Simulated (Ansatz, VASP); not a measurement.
## One calculation of Al, two programs

Contents of INCAR:

```
SYSTEM = Al
PREC = Accurate ; ENCUT = 520
EDIFF = 1E-6 ; ISMEAR = 0
SIGMA = 0.1 ; LREAL = .FALSE.
LASPH = .TRUE. ; NELM = 100
ALGO = Fast ; ISIF = 2
LWAVE = .FALSE. ; LCHARG = .FALSE.
GGA = PE ; NBANDS = 18
```

Contents of KPOINTS:

```
regular mesh
0
G
  6 4 18
  0 0 0
```

File POSCAR:

```
Al
1.0
    5.9140254595     -0.0000524732      0.0531263090
   -2.4850905545      9.0559319096     -0.0044343011
   -1.3826523046      1.5131132146      1.9263152878
Al
6
Direct
    0.3333333333      0.6666666667      0.0000000000
    0.8333333333      0.6666666667      0.0000000000
    0.1666666667      0.3333333333      0.0000000000
    0.6666666667      0.3333333333      0.0000000000
    0.0000000000      0.0000000000      0.0000000000
    0.5000000000      0.0000000000      0.0000000000
```

Input for Ansatz:

```yaml
crystal:
  lattice:
    - [5.9140254595, -5.24732e-05, 0.053126309]
    - [-2.4850905545, 9.0559319096, -0.0044343011]
    - [-1.3826523046, 1.5131132146, 1.9263152878]
  atoms:
    - { symbol: Al, position: [0.3333333333, 0.6666666667, 0.0] }
    - { symbol: Al, position: [0.8333333333, 0.6666666667, 0.0] }
    - { symbol: Al, position: [0.1666666667, 0.3333333333, 0.0] }
    - { symbol: Al, position: [0.6666666667, 0.3333333333, 0.0] }
    - { symbol: Al, position: [0.0, 0.0, 0.0] }
    - { symbol: Al, position: [0.5, 0.0, 0.0] }
basis:
  ecutwfc: 420
kpoints:
  mp_grid: { grid: [6, 4, 18] }
hamiltonian:
  xc: pbe
scf:
  occupations: { method: gaussian, width: 0.1 }
output:
  forces: true
  stress: true
  eigenvalues: true
  write_density: true
  write_potential: true
  elf: true
  volumetric_format: npy
```

Change from the starting cell: band edges of the strained film's bulk.

Alike in both runs: task single point; functional PBE; k mesh 6 × 4 × 18; occupations gaussian, width 0.1 eV; no spin polarisation.

```csv
,VASP,Ansatz
version,VASP 6.6.1,Ansatz 0.2.0
potentials or method,"VASP PAW PBE potentials, release 64 (Al), cutoff 520 eV","scalar-relativistic, plane waves, PAW"
valence electrons in the cell,18,18
```

|  | VASP | Ansatz | Ansatz less VASP |
| --- | --- | --- | --- |
| gap on the k mesh at the Fermi level (eV) | none | none | - |
| pressure (GPa) | -2.7 | -2.7 | +0.03 |
| traceless stress, the component that is largest in VASP (GPa) | 2.68 | 2.69 | +0.012 |

A gap of «none» marks a metal or a gap that the smearing closes. With one functional, cell and mesh, what is left measures potentials, basis and numerics.
